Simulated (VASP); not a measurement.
## Cu: single point with LDA

Cu:

```xyz
1
Lattice="-1.3577 1.3577 1.5539 1.3577 -1.3577 1.5539 1.3577 1.3577 -1.5539" Properties=species:S:1:pos:R:3 pbc="T T T"
Cu    0.0000    0.0000    0.0000
```

This cell differs from its parent crystal: ratio of the length along z to the lengths across it x 1.2, volume and fractional coordinates fixed.

- Program: VASP 6.6.1
- Task: single point
- Functional: LDA
- Potentials or basis: VASP PAW LDA potentials, release 64 (Cu)
- Cutoff: 520 eV
- k mesh: 26 × 26 × 26
- Occupations: gaussian, width 0.15 eV
- Spin: no spin polarisation

| Item | Value |
| --- | --- |
| Pressure | -6.9 GPa |
| Band gap on the k mesh | zero (an odd number of electrons rules out a gap without spin polarisation) |

Stress tensor (GPa, compression positive):
```
-7.88  0.00  0.00
 0.00 -7.88  0.00
 0.00  0.00 -4.82
```

Levels at points of the mesh, in eV from the Fermi level:
| k point | band 3 | band 4 | band 5 | band 6 | band 7 | band 8 | band 9 | band 10 |
| --- | --- | --- | --- | --- | --- | --- | --- | --- |
| (0.00, 0.00, 0.00) | -3.35 | -2.88 | -2.51 | -2.02 | 23.83 | 25.65 | 25.65 | 27.02 |
| (0.50, 0.00, 0.00) | -2.60 | -1.96 | -1.49 | -0.92 | 4.09 | 19.07 | 19.27 | 22.99 |
| (0.50, 0.50, 0.00) | -1.90 | -1.89 | -1.39 | 0.08 | 5.51 | 15.48 | 15.63 | 19.88 |
| (0.50, 0.50, 0.50) | -1.68 | -1.55 | -1.55 | 5.16 | 10.06 | 10.06 | 11.45 | 15.36 |

Wall time 100 s on 1 thread of Intel(R) Xeon(R) Platinum 8488C (Sapphire Rapids) (shared host), peak memory 0.27 GiB.

Caveat: the cell stands under tension.
